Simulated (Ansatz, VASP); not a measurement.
**One calculation of MgO, two programs**

```
Mg O
1.0
     3.43014    0.00000    0.00000
    -1.71507    2.97059    0.00000
     0.00000    0.00000    4.31617
Mg O
2 2
Direct
  0.66667 0.33333 0.75000
  0.33333 0.66667 0.25000
  0.66667 0.33333 0.25000
  0.33333 0.66667 0.75000
```

Alike in both runs: task single point; functional LDA; k mesh 12 × 12 × 6; occupations gaussian, width 0.05 eV; no spin polarisation.

```csv
,VASP,Ansatz
version,VASP 6.6.1,Ansatz 0.2.0
potentials or method,"VASP PAW LDA potentials, release 64 (Mg_sv, O), cutoff 750 eV","scalar-relativistic, plane waves, PAW"
valence electrons in the cell,32,32
```

Ansatz gave:

```
gap on the k mesh at the Fermi level (eV)                     : 3.28
least direct gap on the mesh (eV)                             : 3.28
pressure (GPa)                                                : -3.7
traceless stress, the component that is largest in VASP (GPa) : -5.10
```

Q: Estimate VASP's values.

A: gap on the k mesh at the Fermi level (eV): 3.29; least direct gap on the mesh (eV): 3.29; pressure (GPa): -3.7; traceless stress, the component that is largest in VASP (GPa): -5.28.

LDA's correlation is that of Perdew and Zunger in VASP and of Perdew and Wang (1992) in Ansatz.
